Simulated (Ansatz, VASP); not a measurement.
# SiC: VASP beside Ansatz

```xyz
8
Lattice="3.0776 0.0000 0.0000 -1.5388 2.6652 0.0000 0.0000 0.0000 9.8752" Properties=species:S:1:pos:R:3 pbc="T T T"
Si    0.0000    0.0000   -0.0074
Si    0.0000    1.7768    2.4631
Si    0.0000    0.0000    4.9302
Si    1.5388    0.8884    7.4007
C     0.0000    0.0000    1.8545
C     0.0000    1.7768    4.3306
C     0.0000    0.0000    6.7921
C     1.5388    0.8884    9.2682
```

Change from the starting cell: uniaxial_z strain -2.0%.

Alike in both runs: task single point; functional HSE06; k mesh 6 × 6 × 2; no spin polarisation.

|  | VASP | Ansatz |
| --- | --- | --- |
| version | VASP 6.6.1 | Ansatz 0.2.0 |
| potentials or method | VASP PAW PBE potentials, release 64 (Si, C) | plane waves, PAW |
| plane-wave cutoff (eV) | 520 | 420 |
| occupations | gaussian, width 0.01 eV | fixed |
| valence electrons in the cell | 32 | 32 |

|  | VASP | Ansatz | Ansatz less VASP |
| --- | --- | --- | --- |
| gap on the k mesh at the Fermi level (eV) | 3.13 | 3.13 | -0.004 |
| pressure (GPa) | 3.2 | 3.6 | +0.41 |
| traceless stress, the component that is largest in VASP (GPa) | 6.98 | 6.93 | -0.055 |
| rms of the force components (eV/Å) | 0.010 | 0.012 | +0.0018 |

Atom by atom the forces differ by 0.002 eV/Å (rms over components). Ansatz's warnings: stress exchange threshold loose, stress scf threshold loose.
